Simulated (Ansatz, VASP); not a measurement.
**SnO in VASP and in Ansatz**

```
CELL_PARAMETERS angstrom
0.00000 2.27846 2.27846
2.27846 0.00000 2.27846
2.27846 2.27846 0.00000
ATOMIC_POSITIONS crystal
Sn 0.00000 0.00000 0.00000
O 0.25000 0.25000 0.25000
```

Alike in both runs: task relaxation of cell and atoms; functional PBE; k mesh 12 × 12 × 12; occupations fermi-dirac, width 0.08 eV; no spin polarisation.

```csv
,VASP,Ansatz
version,VASP 6.6.1,Ansatz 0.2.0
potentials or method,"VASP PAW PBE potentials, release 64 (Sn_d, O_h)","PAW with Ansatz's default frozen-core files, scalar-relativistic"
plane-wave cutoff (eV),910,420
valence electrons in the cell,20,20
```

VASP gave:

```
relaxed volume (Å³/atom)                                     : 18.61
relaxed cell length with the largest relative difference (Å) : 3.748
```

Question: What did Ansatz give for the same quantities?

Answer: Relaxed volume (Å³/atom): 20.52; relaxed cell length with the largest relative difference (Å): 3.872.

One of these differences is far larger than is usual between the two programs; its cause wasn't traced.

Noted on VASP's run: the cutoff is short for stress, so the pressure is rough; the volume moved by over 15 % at a fixed basis, so the end points are rough.
